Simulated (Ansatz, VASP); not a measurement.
**Li3Mg3H2: VASP beside Ansatz**

```
CELL_PARAMETERS angstrom
2.77112 1.59991 4.23506
-2.77112 1.59991 4.23506
0.00000 -3.19981 4.23506
ATOMIC_POSITIONS crystal
Li 0.50000 0.50000 0.00000
Li 0.00000 0.50000 0.50000
Li 0.50000 0.00000 0.50000
Mg 0.00000 0.00000 0.50000
Mg 0.50000 0.00000 0.00000
Mg 0.00000 0.50000 0.00000
H 0.50000 0.50000 0.50000
H 0.00000 0.00000 0.00000
```

Alike in both runs: task relaxation of cell and atoms; functional PBE; k mesh 6 × 6 × 6; occupations gaussian, width 0.1 eV; no spin polarisation.

|  | VASP | Ansatz |
| --- | --- | --- |
| version | VASP 6.6.1 | Ansatz 0.2.0 |
| potentials or method | VASP PAW PBE potentials, release 64 (Li_sv, Mg, H), cutoff 750 eV | scalar-relativistic, plane waves, PAW |
| valence electrons in the cell | 17 | 41 |

Ansatz gave:

* gap on the k mesh at the Fermi level, each at its own relaxed structure (eV): none
* relaxed volume (Å³/atom): 17.42
* relaxed cell length with the largest relative difference (Å): 5.607

Q: Which values does VASP return?

A: gap on the k mesh at the Fermi level, each at its own relaxed structure (eV): none; relaxed volume (Å³/atom): 17.44; relaxed cell length with the largest relative difference (Å): 5.609.

A gap of «none» marks a metal or a gap that the smearing closes. VASP's potentials hold 17 valence electrons a cell and Ansatz's 41, so a difference there can come from the potentials and not from the codes.

Noted on VASP's run: the volume moved by over 15 % at a fixed basis, so the end points are rough.
